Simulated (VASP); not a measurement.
# MgO (P6_3/mmc) in VASP: single point with PBEsol

Aim: the single point of MgO with PBEsol.

All numbers are computed with VASP 6.6.1; they aren't measurements. Logs are shortened: lines on timing, memory, paths and dates and some standing lists are left out, and cuts for length are marked.

### Step 1. The cell of the first run

It takes space group P6_3/mmc (No. 194, hexagonal). The conventional cell has a = 3.486 Å, b = 3.486 Å, c = 4.178 Å, α = 90.00°, β = 90.00°, γ = 120.00°. Mg (site symmetry -6m2) has 5 O at 2.01 to 2.09 Å within 2.7 Å. O (site symmetry -6m2) has 5 Mg at 2.01 to 2.09 Å within 2.7 Å.

### Step 2. Single point, PBEsol

INCAR

```
SYSTEM = MgO
  PREC = Accurate
  ENCUT = 520
  EDIFF = 1E-6
  ISMEAR = -1
  SIGMA = 0.1
  LREAL = .FALSE.
  LASPH = .TRUE.
  NELM = 100
  ALGO = Normal
  ISIF = 2
  LWAVE = .FALSE.
  LCHARG = .TRUE.
  GGA = PS
  LELF = .TRUE.
  LVHAR = .TRUE.
  NBANDS = 16
```

KPOINTS

```
regular mesh
0
G
  6 6 4
  0 0 0
```

POSCAR

```
MgO
1.0
    3.4863780000      0.0000000000      0.0000000000
   -1.7431890000      3.0192920000      0.0000000000
    0.0000000000      0.0000000000      4.1780410000
Mg O
2 2
Direct
    0.6666666667      0.3333333333      0.7500000000
    0.3333333333      0.6666666667      0.2500000000
    0.6666666667      0.3333333333      0.2500000000
    0.3333333333      0.6666666667      0.7500000000
```

Potentials or basis: VASP PAW PBE potentials, release 64 (Mg, O).

On the command line:

```bash
> cat potpaw_PBE.64/Mg/POTCAR potpaw_PBE.64/O/POTCAR > POTCAR
> mpirun -np 1 vasp_std > vasp.out
```

OUTCAR:

```text
SYSTEM = MgO
   PREC = Accurate
   ENCUT = 520
   EDIFF = 1E-6
   ISMEAR = -1
   LREAL = .FALSE.
   LASPH = .TRUE.
   NELM = 100
   ISIF = 2
   GGA = PS

 ion  position               nearest neighbor table
   1  0.667  0.333  0.750-   4 2.01   4 2.01   4 2.01   3 2.09   3 2.09   2 2.90   2 2.90   2 2.90
                             2 2.90   2 2.90   2 2.90
   2  0.333  0.667  0.250-   3 2.01   3 2.01   3 2.01   4 2.09   4 2.09   1 2.90   1 2.90   1 2.90
                             1 2.90   1 2.90   1 2.90
   3  0.667  0.333  0.250-   2 2.01   2 2.01   2 2.01   1 2.09   1 2.09
   4  0.333  0.667  0.750-   1 2.01   1 2.01   1 2.01   2 2.09   2 2.09

  LATTYP: Found a hexagonal cell.
 ALAT       =     3.4863780000
 C/A-ratio  =     1.1983901344

  Lattice vectors:

 A1 = (   3.4863780000,   0.0000000000,   0.0000000000)
 A2 = (  -1.7431890000,   3.0192920000,   0.0000000000)
 A3 = (   0.0000000000,   0.0000000000,   4.1780410000)

Analysis of symmetry for initial positions (statically):
=====================================================================
 Subroutine PRICEL returns:
 Original cell was already a primitive cell.

 Routine SETGRP: Setting up the symmetry group for a
 hexagonal supercell.

 Subroutine GETGRP returns: Found 24 space group operations
 (whereof 12 operations were pure point group operations)
 out of a pool of 24 trial point group operations.

The static configuration has the point symmetry D_3d.
 The point group associated with its full space group is D_6h.

Analysis of symmetry for dynamics (positions and initial velocities):
=====================================================================
 Subroutine PRICEL returns:
 Original cell was already a primitive cell.

 Routine SETGRP: Setting up the symmetry group for a
 hexagonal supercell.

 Subroutine GETGRP returns: Found 24 space group operations
 (whereof 12 operations were pure point group operations)
 out of a pool of 24 trial point group operations.

The dynamic configuration has the point symmetry D_3d.
 The point group associated with its full space group is D_6h.

 Subroutine INISYM returns: Found 24 space group operations
 (whereof 12 operations are pure point group operations),
 and found     1 'primitive' translations

----------------------------------------------------------------------------------------

                                     Primitive cell

  volume of cell :      43.9797

  direct lattice vectors                    reciprocal lattice vectors
     3.486378000  0.000000000  0.000000000     0.286830631  0.165601737  0.000000000
    -1.743189000  3.019292000  0.000000000     0.000000000  0.331203474  0.000000000
     0.000000000  0.000000000  4.178041000     0.000000000  0.000000000  0.239346622

  length of vectors
     3.486378000  3.486378073  4.178041000     0.331203481  0.331203474  0.239346622

  position of ions in fractional coordinates (direct lattice)
     0.666666667  0.333333333  0.750000000
     0.333333333  0.666666667  0.250000000
     0.666666667  0.333333333  0.250000000
     0.333333333  0.666666667  0.750000000

  ion indices of the primitive-cell ions
   primitive index   ion index
                 1           1
                 2           2
                 3           3
                 4           4

----------------------------------------------------------------------------------------

 KPOINTS: regular mesh

Automatic generation of k-mesh.
 Grid dimensions read from file:
 generate k-points for:    6    6    4

 Generating k-lattice:

  Cartesian coordinates                     Fractional coordinates (reciprocal lattice)
     0.047805105  0.027600290  0.000000000     0.166666667 -0.000000000  0.000000000
     0.000000000  0.055200579  0.000000000     0.000000000  0.166666667  0.000000000
     0.000000000  0.000000000  0.059836656     0.000000000  0.000000000  0.250000000

  Length of vectors
     0.055200580  0.055200579  0.059836656

  Shift w.r.t. Gamma in fractional coordinates (k-lattice)
     0.000000000  0.000000000  0.000000000

 Subroutine IBZKPT returns following result:
 ===========================================

 Found     21 irreducible k-points:

 Following reciprocal coordinates:
            Coordinates               Weight
  0.000000  0.000000  0.000000      1.000000
  0.166667  0.000000  0.000000      6.000000
  0.333333  0.000000  0.000000      6.000000
  0.500000  0.000000  0.000000      3.000000
  0.166667  0.166667  0.000000      6.000000
  0.333333  0.166667  0.000000     12.000000
[... 13 lines left out ...]
  0.333333  0.166667  0.500000     12.000000
  0.333333  0.333333  0.500000      2.000000
   k-points           NKPTS =     21   k-points in BZ     NKDIM =     21   number of bands    NBANDS=     16
   number of dos      NEDOS =    301   number of ions     NIONS =      4
   total plane-waves  NPLWV =  25088
   dimension x,y,z NGX =    28 NGY =   28 NGZ =   32
   dimension x,y,z NGXF=    56 NGYF=   56 NGZF=   64
   ions per type =               2   2
   NGX,Y,Z   is equivalent  to a cutoff of  13.35, 13.35, 12.73 a.u.
   NGXF,Y,Z  is equivalent  to a cutoff of  26.70, 26.70, 25.47 a.u.
 SYSTEM =  MgO
   PREC   = accura    normal or accurate (medium, high low for compatibility)
   ISTART =      0    job   : 0-new  1-cont  2-samecut
   ICHARG =      2    charge: 1-file 2-atom 10-const
   ISPIN  =      1    spin polarized calculation?
   LNONCOLLINEAR =      F non collinear calculations
   LSORBIT =      F    spin-orbit coupling
   LASPH  =      T    aspherical Exc in radial PAW
   ENCUT  =  520.0 eV  38.22 Ry    6.18 a.u.   6.48  6.48  7.77*2*pi/ulx,y,z
   NELM   =    100;   NELMIN=  2; NELMDL= -5     # of ELM steps
   EDIFF  = 0.1E-05   stopping-criterion for ELM
   LREAL  =      F    real-space projection
   EDIFFG = 0.1E-04   stopping-criterion for IOM
   NSW    =      0    number of steps for IOM
   IBRION =     -1    ionic relax: 0-MD 1-quasi-New 2-CG
   NFREE  =      0    steps in history (QN), initial steepest desc. (CG)
   ISIF   =      2    stress and relaxation
   ISYM   =      2    0-nonsym 1-usesym 2-fastsym
   POTIM  = 0.5000    time-step for ionic-motion
   TEBEG  =    0.0;   TEEND  =   0.0 temperature during run
   PSTRESS=    0.0 pullay stress
   NELECT =      16.0000    total number of electrons
   NUPDOWN=      -1.0000    fix difference up-down
   EMIN   =  10.00;   EMAX   =-10.00  energy-range for DOS
   EFERMI =   0.00;   METHOD = LEGACY
   ISMEAR =    -1;   SIGMA  =   0.10  broadening in eV -4-tet -1-fermi 0-gaus
   EFERMI_NEDOS =   21; number of points for ismear=-14 and -15
   IALGO  =     38    algorithm
   IMIX   =      4    mixing-type and parameters
     AMIX     =   0.40;   BMIX     =  1.00
     AMIX_MAG =   1.60;   BMIX_MAG =  1.00
  volume/ion in A,a.u.               =      10.99        74.20
  Fermi-wavevector in a.u.,A,eV,Ry     =   1.168685  2.208494 18.583166  1.365824
  Thomas-Fermi vector in A             =   2.305168
   LORBIT       =      0    0 simple, 1 ext, 2 COOP (PROOUT), +10 PAW based schemes
   GGA     = PS    functional components
   LHFCALC =     F    Hartree Fock is set to
   AEXX    =    0.0000 exact exchange contribution
   IVDW    =     0    specifies the selected vdW correction
   LEPSILON=     F    determine dielectric tensor
   LRPA    =     F    only Hartree local field effects (RPA)
 non-spin polarized calculation
  energy-cutoff  :      520.00
  volume of cell :       43.98
 maximum number of plane-waves:      1204
 NGX is ok and might be reduce to    28
   NGX = 13   NGY = 13   NGZ = 15

 number of electron      15.9999999 magnetization

 Free energy of the ion-electron system (eV)
  ---------------------------------------------------
  ext. energy  EPLUGINS =         0.00000000
  ---------------------------------------------------
  free energy    TOTEN  =       -24.75808796 eV

  energy without entropy =      -24.75808795  energy(sigma->0) =      -24.75808795

 E-fermi :   3.5791     XC(G=0): -10.3132

 val. band max:        1.8829404055   @ k =   0.0000   0.0000   0.0000
 cond. band min:       5.1968390032   @ k =   0.0000   0.0000   0.0000
 fundamental gap:      3.3138985977
 Fermi energy:         3.5791400309

 k-point     1 :       0.0000    0.0000    0.0000
  band No.  band energies     occupation
      1     -14.9878      2.00000
      2     -13.5560      2.00000
      3      -1.8112      2.00000
      4       0.1270      2.00000
      5       0.1270      2.00000
      6       1.0704      2.00000
[... 8 lines left out ...]
     15      17.3450      0.00000
     16      17.4478      0.00000

 k-point     2 :       0.1667    0.0000    0.0000
  band No.  band energies     occupation
      1     -14.8518      2.00000
      2     -13.5820      2.00000
      3      -1.5947      2.00000
      4      -0.3268      2.00000
      5      -0.0686      2.00000
      6       0.5266      2.00000
[... 8 lines left out ...]
     15      16.4143      0.00000
     16      16.5642      0.00000

 k-point     3 :       0.3333    0.0000    0.0000
  band No.  band energies     occupation
      1     -14.5196      2.00000
      2     -13.6884      2.00000
      3      -1.3005      2.00000
      4      -1.0182      2.00000
      5      -0.3655      2.00000
      6       0.0551      2.00000
[... 8 lines left out ...]
     15      15.8776      0.00000
     16      16.4389      0.00000

 k-point     4 :       0.5000    0.0000    0.0000
  band No.  band energies     occupation
      1     -14.2731      2.00000
      2     -13.8194      2.00000
      3      -1.7346      2.00000
      4      -0.5203      2.00000
      5      -0.4894      2.00000
      6      -0.0998      2.00000
[... 8 lines left out ...]
     15      16.4474      0.00000
     16      16.5564      0.00000

 k-point     5 :       0.1667    0.1667    0.0000
  band No.  band energies     occupation
      1     -14.6151      2.00000
      2     -13.6499      2.00000
      3      -1.1934      2.00000
      4      -0.9689      2.00000
      5      -0.5031      2.00000
      6       0.3310      2.00000
[... 8 lines left out ...]
     15      16.1708      0.00000
     16      16.1800      0.00000

 k-point     6 :       0.3333    0.1667    0.0000
  band No.  band energies     occupation
      1     -14.2831      2.00000
      2     -13.8092      2.00000
      3      -1.6560      2.00000
      4      -0.5540      2.00000
      5      -0.5422      2.00000
      6      -0.0208      2.00000
[... 8 lines left out ...]
     15      16.3206      0.00000
     16      16.5819      0.00000
[... 210 lines left out ...]
 k-point    18 :       0.5000    0.0000    0.5000
  band No.  band energies     occupation
      1     -13.9816      2.00000
      2     -13.9816      2.00000
      3      -2.0457      2.00000
      4      -2.0457      2.00000
      5       0.3258      2.00000
      6       0.3258      2.00000
[... 8 lines left out ...]
     15      16.3443      0.00000
     16      16.3443      0.00000

 k-point    19 :       0.1667    0.1667    0.5000
  band No.  band energies     occupation
      1     -14.0956      2.00000
      2     -14.0956      2.00000
      3      -1.5479      2.00000
      4      -1.5479      2.00000
      5       0.2200      2.00000
      6       0.2200      2.00000
[... 8 lines left out ...]
     15      17.3802      0.00000
     16      17.3802      0.00000

 k-point    20 :       0.3333    0.1667    0.5000
  band No.  band energies     occupation
      1     -13.9825      2.00000
      2     -13.9825      2.00000
      3      -1.8765      2.00000
      4      -1.8765      2.00000
      5      -0.1521      2.00000
      6      -0.1521      2.00000
[... 8 lines left out ...]
     15      17.8373      0.00000
     16      17.8373      0.00000

 k-point    21 :       0.3333    0.3333    0.5000
  band No.  band energies     occupation
      1     -13.9450      2.00000
      2     -13.9450      2.00000
      3      -1.7593      2.00000
      4      -1.7593      2.00000
      5      -0.6421      2.00000
      6      -0.6421      2.00000
[... 8 lines left out ...]
     15      19.2725      0.00000
     16      19.2725      0.00000

------------------------ aborting loop because EDIFF is reached ----------------------------------------

  FORCE on cell =-STRESS in cart. coord.  units (eV):
  Direction    XX          YY          ZZ          XY          YZ          ZX
  --------------------------------------------------------------------------------------
  -------------------------------------------------------------------------------------
  Total        0.1808838      0.1808838      0.2601632      0.0000000      0.0000000      0.0000000
  in kB        6.5895835      6.5895839      9.4777277      0.0000000      0.0000000      0.0000000
  external PRESSURE =       7.5522983 kB  Pullay stress =       0.0000000 kB

 VOLUME and BASIS-vectors are now :
 -----------------------------------------------------------------------------
  energy-cutoff  :      520.00
  volume of cell :       43.98
      direct lattice vectors                 reciprocal lattice vectors
     3.486378000  0.000000000  0.000000000     0.286830631  0.165601737  0.000000000
    -1.743189000  3.019292000  0.000000000     0.000000000  0.331203474  0.000000000
     0.000000000  0.000000000  4.178041000     0.000000000  0.000000000  0.239346622

 POSITION                                       TOTAL-FORCE (eV/Angst)
 -----------------------------------------------------------------------------------
      1.74319      1.00643      3.13353         0.000000      0.000000      0.000000
     -0.00000      2.01286      1.04451         0.000000      0.000000      0.000000
      1.74319      1.00643      1.04451         0.000000      0.000000      0.000000
     -0.00000      2.01286      3.13353        -0.000000     -0.000000      0.000000
 -----------------------------------------------------------------------------------
    total drift:                                0.000000     -0.000000      0.000000

  FREE ENERGIE OF THE ION-ELECTRON SYSTEM (eV)
  ---------------------------------------------------
  free  energy   TOTEN  =       -24.7580879555 eV

  energy  without entropy=      -24.7580879505  energy(sigma->0) =      -24.75808795
```

It took 14 s on 1 thread of Intel Xeon Platinum 8259CL at 2.50GHz (Skylake/Cascade Lake), shared host; peak memory 0.17 GiB.

Results:

```
Free energy            : -24.7581 eV
Pressure               : 0.8 GPa
Band gap on the k mesh : 3.31 eV, direct
```

Levels at points of the mesh, in eV from the valence-band top:
```csv
k point,band 6,band 7,band 8,band 9,band 10,band 11
"(0.00, 0.00, 0.00)",-0.81,-0.81,0.00,3.31,9.39,12.11
"(0.50, 0.00, 0.00)",-1.98,-1.32,-0.53,6.84,9.01,9.68
"(0.00, 0.00, 0.50)",-1.30,-1.30,-1.30,6.35,6.35,12.77
"(0.50, 0.00, 0.50)",-1.56,-0.83,-0.83,7.17,7.17,11.89
```

Caveat: the PAW data sets were made with another functional, which shifts forces and pressure a little.
